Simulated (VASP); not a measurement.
Runs of VASP 6.6.1 on SiC. The structure is that of space group P6_3mc (No. 186), or close to it. The cells are those of the table. 

```csv
cell,k mesh,gap on the mesh (eV),pressure (GPa),largest force (eV/Å)
"a = 3.155, b = 3.155, c = 15.486 Å, angles 90.0, 90.0, 120.0°, 12 atoms",12 × 12 × 2,2.04,(c),0.01
"a = 3.032, b = 3.032, c = 14.874 Å, angles 90.0, 90.0, 120.0°, 12 atoms",12 × 12 × 2,2.01,14.8,0.01
"a = 2.999, b = 2.999, c = 14.713 Å, angles 90.0, 90.0, 120.0°, 12 atoms",12 × 12 × 2,(b),24.1,0.01
"a = 3.080, b = 3.080, c = 15.122 Å, angles 90.0, 90.0, 120.0°, 12 atoms",10 × 10 × 2,2.02,3.2,-
"a = 2.966, b = 2.966, c = 14.548 Å, angles 90.0, 90.0, 120.0°, 12 atoms",12 × 12 × 2,1.99,(a),0.01
```

Alike in all rows: task single point; level PBE; potentials or basis VASP PAW PBE potentials, release 64 (Si, C); no spin polarisation; cutoff (eV) 520; smearing gaussian 0.02 eV.

Estimate the missing entries.

(a) 34.8; (b) 2.00; (c) -11.1.

A k mesh can miss the band edges.
